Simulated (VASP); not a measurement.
Wanted: the native input for a VASP 6.6.1 run.

* Task: single point
* Functional: LDA
* Potentials or basis: VASP PAW LDA potentials, release 64 (Pb_d)
* Cutoff: 520 eV
* k mesh: 14 × 14 × 14
* Occupations: fermi-dirac, width 0.05 eV
* Spin: no spin polarisation
* Dipole correction: no
* Further INCAR settings: ALGO = Normal; EDIFF = 1e-06; NBANDS = 13

The structure of Pb lies in POSCAR:

```
Pb
1.0
   -1.4230663433      1.4230663433      1.4230663433
    1.4230663433     -1.4230663433      1.4230663433
    1.4230663433      1.4230663433     -1.4230663433
Pb
1
Direct
    0.0000000000      0.0000000000      0.0000000000
```

This cell differs from its parent crystal: volume scaled by 0.4.

One way to write it, as run:

INCAR

```
  ALGO = Normal
  EDIFF = 1E-6
  ENCUT = 520
  GGA = CA
  ISIF = 2
  ISMEAR = -1
  LASPH = True
  LCHARG = False
  LREAL = False
  LWAVE = False
  NBANDS = 13
  NELM = 80
  PREC = Accurate
  SIGMA = 0.05
```

KPOINTS

```
k-points
0
Gamma
  14 14 14
```

Potentials or basis: VASP PAW LDA potentials, release 64 (Pb_d).

Command:

```sh
$ cat potpaw_LDA.64/Pb_d/POTCAR > POTCAR
$ mpirun -np 1 vasp_std > vasp.out
```

Results of the run:

```json
{"Pressure": "473.8 GPa", "Band gap on the k mesh": "zero (band 7 reaches 34.67 eV, above the bottom of band 8 at 21.04 eV)"}
```

Caveat: spin-orbit coupling is left out, which moves the levels of the heavy elements.

Run time: 14 s on 1 thread of AMD EPYC 7R43 64-Core Processor (Zen 3) (shared host), peak memory 0.09 GiB.
